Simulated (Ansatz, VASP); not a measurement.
## KF in VASP and in Ansatz

```
K F
1.0
     0.08813    2.76969    2.76969
     2.76969    0.08813    2.76969
     2.76969    2.76969    0.08813
K F
1 1
Direct
  0.00000 0.00000 0.00000
  0.50000 0.50000 0.50000
```

Alike in both runs: task single point; functional PBE; k mesh 8 × 8 × 8; occupations gaussian, width 0.05 eV; no spin polarisation.

```csv
,VASP,Ansatz
version,VASP 6.6.1,Ansatz 0.2.0
potentials or method,"VASP PAW PBE potentials, release 64 (K_sv, F), cutoff 520 eV","scalar-relativistic, plane waves, PAW"
valence electrons in the cell,16,16
```

VASP gave:

* gap on the k mesh at the Fermi level (eV): 5.84
* least direct gap on the mesh (eV): 5.84
* pressure (GPa): -0.5
* traceless stress, the component that is largest in VASP (GPa): -0.48

Task: Which values does Ansatz return?

Result: gap on the k mesh at the Fermi level (eV): 5.85; least direct gap on the mesh (eV): 5.85; pressure (GPa): -0.5; traceless stress, the component that is largest in VASP (GPa): -0.48.
